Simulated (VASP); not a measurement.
The system is MgO.

```
Mg O
1.0
     2.60105    0.00000    0.00000
     0.00000    2.60105    0.00000
     0.00000    0.00000    2.61832
Mg O
1 1
Direct
  0.00000 0.00000 0.00000
  0.50000 0.50000 0.50000
```

This cell differs from its parent crystal: epitaxial xy strain -0.9%.

Base run:

* Program: VASP 6.6.1
* Functional: r2SCAN
* Potentials or basis: VASP PAW PBE potentials, release 64 (Mg_sv, O)
* Cutoff: 660 eV
* k mesh: 10 × 10 × 10
* Occupations: gaussian, width 0.01 eV
* Spin: no spin polarisation

Its results: band gap on the k mesh 3.69 eV, indirect (least direct gap 4.76 eV); pressure 3.1 GPa.

Question: The run is repeated on the same cell with these changes: potentials or basis from VASP PAW PBE potentials, release 64 (Mg_sv, O) to VASP PAW PBE potentials, release 64 (Mg, O); cutoff from 660 eV to 520 eV; further incar settings from ALGO = Normal; EDIFF = 1e-06; NBANDS = 15 to ALGO = Normal; EDIFF = 1e-07; NBANDS = 11; valence electrons from 16 to 8. What comes out?

Answer: Band gap on the k mesh 3.61 eV, indirect (least direct gap 4.68 eV); pressure 1.9 GPa.

Caveats: the PAW data sets were made with another functional, which shifts forces and pressure a little.

A k mesh can miss the band edges.
